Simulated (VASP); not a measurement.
# Si63S (a cell with a defect) in VASP: single point with PBE

Aim: the single point of Si63S (a cell with a defect) with PBE.

All numbers are computed with VASP 6.6.1; they aren't measurements. Logs are shortened: lines on timing, memory, paths and dates and some standing lists are left out, and cuts for length are marked.

### Step 1. The cell of the first run

The cell holds a defect, 64 atoms: a = 10.862 Å, b = 10.862 Å, c = 10.862 Å, α = 90.00°, β = 90.00°, γ = 90.00°.

### Step 2. Single point, PBE

INCAR

```
SYSTEM = Si63S
ALGO     = Normal         ! electronic algorithm
EDIFF    = 1E-7           ! SCF threshold, eV
ENCUT    = 520            ! plane-wave cutoff, eV
GGA      = PE             ! functional
ISIF     = 2              ! what is computed and relaxed
ISMEAR   = 0              ! smearing method
KPAR     = 2            
LASPH    = .TRUE.         ! aspherical terms in the spheres
LCHARG   = .FALSE.        ! write CHGCAR
LREAL    = Auto         
LWAVE    = .FALSE.        ! write WAVECAR
NBANDS   = 167            ! bands
NCORE    = 2            
NELM     = 60             ! most SCF steps
PREC     = Accurate       ! precision mode
SIGMA    = 0.01           ! smearing width, eV
```

KPOINTS

```
Automatic mesh
0
Gamma
  2 2 2
  0.5 0.5 0.5
```

POSCAR

```
Si63S
1.0
   10.8620000000      0.0000000000      0.0000000000
    0.0000000000     10.8620000000      0.0000000000
    0.0000000000      0.0000000000     10.8620000000
S Si
1 63
Direct
    0.0000000000      0.0000000000      0.0000000000
   -0.0014308880      0.2501763699      0.2501763699
    0.2501763699     -0.0014308880      0.2501763699
    0.2501763699      0.2501763699     -0.0014308880
    0.1301460901      0.1301460901      0.1301460901
    0.1250306943      0.3745296216      0.3745296216
    0.3745296216      0.1250306943      0.3745296216
    0.3745296216      0.3745296216      0.1250306943
    0.0000000000      0.0000000000      0.5000000000
    0.0014308880      0.2501763699      0.7498236301
    0.2501763699      0.0014308880      0.7498236301
    0.2500848726      0.2500848726      0.4995401395
    0.1253548898      0.1253548898      0.6245155490
    0.1253548898      0.3754844510      0.8746451102
    0.3754844510      0.1253548898      0.8746451102
    0.3749367984      0.3749367984      0.6250632016
    0.0000000000      0.5000000000      0.0000000000
    0.0014308880      0.7498236301      0.2501763699
    0.2500848726      0.4995401395      0.2500848726
    0.2501763699      0.7498236301      0.0014308880
    0.1253548898      0.6245155490      0.1253548898
    0.1253548898      0.8746451102      0.3754844510
    0.3749367984      0.6250632016      0.3749367984
    0.3754844510      0.8746451102      0.1253548898
    0.0000000000      0.5000000000      0.5000000000
   -0.0014308880      0.7498236301      0.7498236301
    0.2500848726      0.5004598605      0.7499151274
    0.2500848726      0.7499151274      0.5004598605
    0.1250306943      0.6254703784      0.6254703784
    0.1301460901      0.8698539099      0.8698539099
    0.3745296216      0.6254703784      0.8749693057
    0.3745296216      0.8749693057      0.6254703784
    0.5000000000      0.0000000000      0.0000000000
    0.4995401395      0.2500848726      0.2500848726
    0.7498236301      0.0014308880      0.2501763699
    0.7498236301      0.2501763699      0.0014308880
    0.6245155490      0.1253548898      0.1253548898
    0.6250632016      0.3749367984      0.3749367984
    0.8746451102      0.1253548898      0.3754844510
    0.8746451102      0.3754844510      0.1253548898
    0.5000000000      0.0000000000      0.5000000000
    0.5004598605      0.2500848726      0.7499151274
    0.7498236301     -0.0014308880      0.7498236301
    0.7499151274      0.2500848726      0.5004598605
    0.6254703784      0.1250306943      0.6254703784
    0.6254703784      0.3745296216      0.8749693057
    0.8698539099      0.1301460901      0.8698539099
    0.8749693057      0.3745296216      0.6254703784
    0.5000000000      0.5000000000      0.0000000000
    0.5004598605      0.7499151274      0.2500848726
    0.7499151274      0.5004598605      0.2500848726
    0.7498236301      0.7498236301     -0.0014308880
    0.6254703784      0.6254703784      0.1250306943
    0.6254703784      0.8749693057      0.3745296216
    0.8749693057      0.6254703784      0.3745296216
    0.8698539099      0.8698539099      0.1301460901
    0.5000000000      0.5000000000      0.5000000000
    0.4995401395      0.7499151274      0.7499151274
    0.7499151274      0.4995401395      0.7499151274
    0.7499151274      0.7499151274      0.4995401395
    0.6250632016      0.6250632016      0.6250632016
    0.6245155490      0.8746451102      0.8746451102
    0.8746451102      0.6245155490      0.8746451102
    0.8746451102      0.8746451102      0.6245155490
```

Potentials or basis: VASP PAW PBE potentials, release 64 (S, Si).

Started as:

```sh
$ cat potpaw_PBE.64/S/POTCAR potpaw_PBE.64/Si/POTCAR > POTCAR
$ mpirun -np 4 vasp_std > vasp.out
```

OUTCAR:

```text
SYSTEM = Si63S
   EDIFF = 1E-7
   ENCUT = 520
   GGA = PE
   ISIF = 2
   ISMEAR = 0
   LASPH = .TRUE.
   LREAL = Auto
   NELM = 60
   PREC = Accurate

 ion  position               nearest neighbor table
   1  0.000  0.000  0.000-   5 2.45  30 2.45  47 2.45  56 2.45
   2  0.999  0.250  0.250-   5 2.33  39 2.35  40 2.35   6 2.35
   3  0.250  0.999  0.250-   5 2.33  22 2.35  24 2.35   7 2.35
   4  0.250  0.250  0.999-   5 2.33  14 2.35  15 2.35   8 2.35
   5  0.130  0.130  0.130-   2 2.33   3 2.33   4 2.33   1 2.45
   6  0.125  0.375  0.375-  12 2.35  19 2.35   2 2.35  25 2.36
[... 56 lines left out ...]
  63  0.875  0.625  0.875-  26 2.35  52 2.35  59 2.35  17 2.35
  64  0.875  0.875  0.625-  26 2.35  43 2.35  60 2.35   9 2.35

  LATTYP: Found a simple cubic cell.
 ALAT       =    10.8620000000

  Lattice vectors:

 A1 = (  10.8620000000,   0.0000000000,   0.0000000000)
 A2 = (   0.0000000000,  10.8620000000,   0.0000000000)
 A3 = (   0.0000000000,   0.0000000000,  10.8620000000)

Analysis of symmetry for initial positions (statically):
=====================================================================
 Subroutine PRICEL returns:
 Original cell was already a primitive cell.

 Routine SETGRP: Setting up the symmetry group for a
 simple cubic supercell.

 Subroutine GETGRP returns: Found 24 space group operations
 (whereof 24 operations were pure point group operations)
 out of a pool of 48 trial point group operations.

The static configuration has the point symmetry T_d .

Analysis of symmetry for dynamics (positions and initial velocities):
=====================================================================
 Subroutine PRICEL returns:
 Original cell was already a primitive cell.

 Routine SETGRP: Setting up the symmetry group for a
 simple cubic supercell.

 Subroutine GETGRP returns: Found 24 space group operations
 (whereof 24 operations were pure point group operations)
 out of a pool of 48 trial point group operations.

The dynamic configuration has the point symmetry T_d .

 Subroutine INISYM returns: Found 24 space group operations
 (whereof 24 operations are pure point group operations),
 and found     1 'primitive' translations

----------------------------------------------------------------------------------------

                                     Primitive cell

  volume of cell :    1281.5318

  direct lattice vectors                    reciprocal lattice vectors
    10.862000000  0.000000000  0.000000000     0.092064077  0.000000000  0.000000000
     0.000000000 10.862000000  0.000000000     0.000000000  0.092064077  0.000000000
     0.000000000  0.000000000 10.862000000     0.000000000  0.000000000  0.092064077

  length of vectors
    10.862000000 10.862000000 10.862000000     0.092064077  0.092064077  0.092064077

  position of ions in fractional coordinates (direct lattice)
     0.000000000  0.000000000  0.000000000
     0.998569112  0.250176370  0.250176370
     0.250176370  0.998569112  0.250176370
     0.250176370  0.250176370  0.998569112
     0.130146090  0.130146090  0.130146090
     0.125030694  0.374529622  0.374529622
[... 56 lines left out ...]
     0.874645110  0.624515549  0.874645110
     0.874645110  0.874645110  0.624515549

  ion indices of the primitive-cell ions
   primitive index   ion index
                 1           1
                 2           2
                 3           3
                 4           4
                 5           5
                 6           6
[... 56 lines left out ...]
                63          63
                64          64

----------------------------------------------------------------------------------------

 KPOINTS: Automatic mesh

Automatic generation of k-mesh.
 Grid dimensions read from file:
 generate k-points for:    2    2    2

 Generating k-lattice:

  Cartesian coordinates                     Fractional coordinates (reciprocal lattice)
     0.046032038  0.000000000  0.000000000     0.500000000  0.000000000  0.000000000
     0.000000000  0.046032038  0.000000000     0.000000000  0.500000000  0.000000000
     0.000000000  0.000000000  0.046032038     0.000000000  0.000000000  0.500000000

  Length of vectors
     0.046032038  0.046032038  0.046032038

  Shift w.r.t. Gamma in fractional coordinates (k-lattice)
     0.500000000  0.500000000  0.500000000

 Subroutine IBZKPT returns following result:
 ===========================================

 Found      1 irreducible k-points:

 Following reciprocal coordinates:
            Coordinates               Weight
  0.250000  0.250000  0.250000      8.000000
   k-points           NKPTS =      1   k-points in BZ     NKDIM =      1   number of bands    NBANDS=    167
   number of dos      NEDOS =    301   number of ions     NIONS =     64
   total plane-waves  NPLWV = 592704
   dimension x,y,z NGX =    84 NGY =   84 NGZ =   84
   dimension x,y,z NGXF=   168 NGYF=  168 NGZF=  168
   ions per type =               1  63
   NGX,Y,Z   is equivalent  to a cutoff of  12.86, 12.86, 12.86 a.u.
   NGXF,Y,Z  is equivalent  to a cutoff of  25.71, 25.71, 25.71 a.u.
 SYSTEM =  Si63S
   PREC   = accura    normal or accurate (medium, high low for compatibility)
   ISTART =      0    job   : 0-new  1-cont  2-samecut
   ICHARG =      2    charge: 1-file 2-atom 10-const
   ISPIN  =      1    spin polarized calculation?
   LNONCOLLINEAR =      F non collinear calculations
   LSORBIT =      F    spin-orbit coupling
   LASPH  =      T    aspherical Exc in radial PAW
   ENCUT  =  520.0 eV  38.22 Ry    6.18 a.u.  20.20 20.20 20.20*2*pi/ulx,y,z
   NELM   =     60;   NELMIN=  2; NELMDL= -5     # of ELM steps
   EDIFF  = 0.1E-06   stopping-criterion for ELM
   LREAL  =      T    real-space projection
   EDIFFG = 0.1E-05   stopping-criterion for IOM
   NSW    =      0    number of steps for IOM
   IBRION =     -1    ionic relax: 0-MD 1-quasi-New 2-CG
   NFREE  =      0    steps in history (QN), initial steepest desc. (CG)
   ISIF   =      2    stress and relaxation
   ISYM   =      2    0-nonsym 1-usesym 2-fastsym
   POTIM  = 0.5000    time-step for ionic-motion
   TEBEG  =    0.0;   TEEND  =   0.0 temperature during run
   PSTRESS=    0.0 pullay stress
   NELECT =     258.0000    total number of electrons
   NUPDOWN=      -1.0000    fix difference up-down
   EMIN   =  10.00;   EMAX   =-10.00  energy-range for DOS
   EFERMI =   0.00;   METHOD = LEGACY
   ISMEAR =     0;   SIGMA  =   0.01  broadening in eV -4-tet -1-fermi 0-gaus
   EFERMI_NEDOS =   21; number of points for ismear=-14 and -15
   IALGO  =     38    algorithm
   IMIX   =      4    mixing-type and parameters
     AMIX     =   0.40;   BMIX     =  1.00
     AMIX_MAG =   1.60;   BMIX_MAG =  1.00
  volume/ion in A,a.u.               =      20.02       135.13
  Fermi-wavevector in a.u.,A,eV,Ry     =   0.959485  1.813164 12.525684  0.920612
  Thomas-Fermi vector in A             =   2.088685
   LORBIT       =      0    0 simple, 1 ext, 2 COOP (PROOUT), +10 PAW based schemes
   GGA     = PE    functional components
   LHFCALC =     F    Hartree Fock is set to
   AEXX    =    0.0000 exact exchange contribution
   IVDW    =     0    specifies the selected vdW correction
   LEPSILON=     F    determine dielectric tensor
   LRPA    =     F    only Hartree local field effects (RPA)
 non-spin polarized calculation
 Gauss-broadening in eV      SIGMA  =   0.01
  energy-cutoff  :      520.00
  volume of cell :     1281.53
 maximum number of plane-waves:     34484
 NGX is ok and might be reduce to    80
   NGX = 41   NGY = 41   NGZ = 41

 number of electron     257.9999971 magnetization

 Free energy of the ion-electron system (eV)
  ---------------------------------------------------
  ext. energy  EPLUGINS =         0.00000000
  ---------------------------------------------------
  free energy    TOTEN  =      -344.48802296 eV

  energy without entropy =     -344.48802296  energy(sigma->0) =     -344.48802296

 E-fermi :   6.3548     XC(G=0):  -9.4189

 val. band max:        6.3050873683   @ k =   0.2500   0.2500   0.2500
 cond. band min:       6.7090643148   @ k =   0.2500   0.2500   0.2500
 fundamental gap:      0.4039769465
 Fermi energy:         6.3547998560

 k-point     1 :       0.2500    0.2500    0.2500
  band No.  band energies     occupation
      1      -8.5752      2.00000
      2      -5.8737      2.00000
      3      -5.4102      2.00000
      4      -5.4102      2.00000
      5      -5.2529      2.00000
      6      -4.8992      2.00000
[... 133 lines left out ...]
    140       7.7640      0.00000
    141       7.7649      0.00000
 [bands above 141 left out]

------------------------ aborting loop because EDIFF is reached ----------------------------------------

  FORCE on cell =-STRESS in cart. coord.  units (eV):
  Direction    XX          YY          ZZ          XY          YZ          ZX
  --------------------------------------------------------------------------------------
  -------------------------------------------------------------------------------------
  Total       14.2645258     14.2645258     14.2645258     -0.0000000     -0.0000000      0.0000000
  in kB       17.8335797     17.8335797     17.8335797     -0.0000000     -0.0000000      0.0000000
  external PRESSURE =      17.8335797 kB  Pullay stress =       0.0000000 kB

 VOLUME and BASIS-vectors are now :
 -----------------------------------------------------------------------------
  energy-cutoff  :      520.00
  volume of cell :     1281.53
      direct lattice vectors                 reciprocal lattice vectors
    10.862000000  0.000000000  0.000000000     0.092064077  0.000000000  0.000000000
     0.000000000 10.862000000  0.000000000     0.000000000  0.092064077  0.000000000
     0.000000000  0.000000000 10.862000000     0.000000000  0.000000000  0.092064077

 POSITION                                       TOTAL-FORCE (eV/Angst)
 -----------------------------------------------------------------------------------
      0.00000      0.00000      0.00000         0.000000     -0.000000     -0.000000
     10.84646      2.71742      2.71742         0.000756      0.000308      0.000308
      2.71742     10.84646      2.71742         0.000308      0.000756      0.000308
      2.71742      2.71742     10.84646         0.000308      0.000308      0.000756
      1.41365      1.41365      1.41365         0.002448      0.002448      0.002448
      1.35808      4.06814      4.06814        -0.000187      0.002018      0.002018
[... 56 lines left out ...]
      9.50040      6.78349      9.50040         0.000345      0.001081      0.000345
      9.50040      9.50040      6.78349         0.000345      0.000345      0.001081
 -----------------------------------------------------------------------------------
    total drift:                               -0.000000     -0.000000      0.000000

  FREE ENERGIE OF THE ION-ELECTRON SYSTEM (eV)
  ---------------------------------------------------
  free  energy   TOTEN  =      -344.4880229649 eV

  energy  without entropy=     -344.4880229649  energy(sigma->0) =     -344.48802296
```

Wall time 4.3 min (4 MPI ranks of Intel Xeon Platinum 8259CL at 2.50GHz (Skylake/Cascade Lake), shared host); peak memory 0.69 GiB.

What came out:

- Free energy: -344.4880 eV
- Pressure: 1.8 GPa
- Largest force: 0.004 eV/Å

Forces in eV/Å, atoms in the order of the input:
```
S    0.000  0.000  0.000
Si   0.001  0.000  0.000
Si   0.000  0.001  0.000
Si   0.000  0.000  0.001
Si   0.002  0.002  0.002
Si   0.000  0.002  0.002
Si   0.002  0.000  0.002
Si   0.002  0.002  0.000
Si   0.000  0.000  0.000
Si  -0.001  0.000  0.000
Si   0.000 -0.001  0.000
Si   0.001  0.001 -0.004
Si   0.000  0.000  0.001
Si   0.000 -0.001  0.000
Si  -0.001  0.000  0.000
Si   0.001  0.001 -0.001
Si   0.000  0.000  0.000
Si  -0.001  0.000  0.000
Si   0.001 -0.004  0.001
Si   0.000  0.000 -0.001
Si   0.000  0.001  0.000
Si   0.000  0.000 -0.001
Si   0.001 -0.001  0.001
Si  -0.001  0.000  0.000
Si   0.000  0.000  0.000
Si   0.001  0.000  0.000
Si   0.001  0.004 -0.001
Si   0.001 -0.001  0.004
Si   0.000 -0.002 -0.002
Si   0.002 -0.002 -0.002
Si   0.002 -0.002  0.000
Si   0.002  0.000 -0.002
Si   0.000  0.000  0.000
Si  -0.004  0.001  0.001
Si   0.000 -0.001  0.000
Si   0.000  0.000 -0.001
Si   0.001  0.000  0.000
Si  -0.001  0.001  0.001
Si   0.000  0.000 -0.001
Si   0.000 -0.001  0.000
Si   0.000  0.000  0.000
Si   0.004  0.001 -0.001
Si   0.000  0.001  0.000
Si  -0.001  0.001  0.004
Si  -0.002  0.000 -0.002
Si  -0.002  0.002  0.000
Si  -0.002  0.002 -0.002
Si   0.000  0.002 -0.002
Si   0.000  0.000  0.000
Si   0.004 -0.001  0.001
Si  -0.001  0.004  0.001
Si   0.000  0.000  0.001
Si  -0.002 -0.002  0.000
Si  -0.002  0.000  0.002
Si   0.000 -0.002  0.002
Si  -0.002 -0.002  0.002
Si   0.000  0.000  0.000
Si  -0.004 -0.001 -0.001
Si  -0.001 -0.004 -0.001
Si  -0.001 -0.001 -0.004
Si  -0.001 -0.001 -0.001
Si   0.001  0.000  0.000
Si   0.000  0.001  0.000
Si   0.000  0.000  0.001
```

Levels at points of the mesh, in eV from the Fermi level:
```
           k point  band 127  band 128  band 129  band 130  band 131  band 132
(0.25, 0.25, 0.25)     -0.89     -0.89     -0.05      0.35      0.35      0.55
```
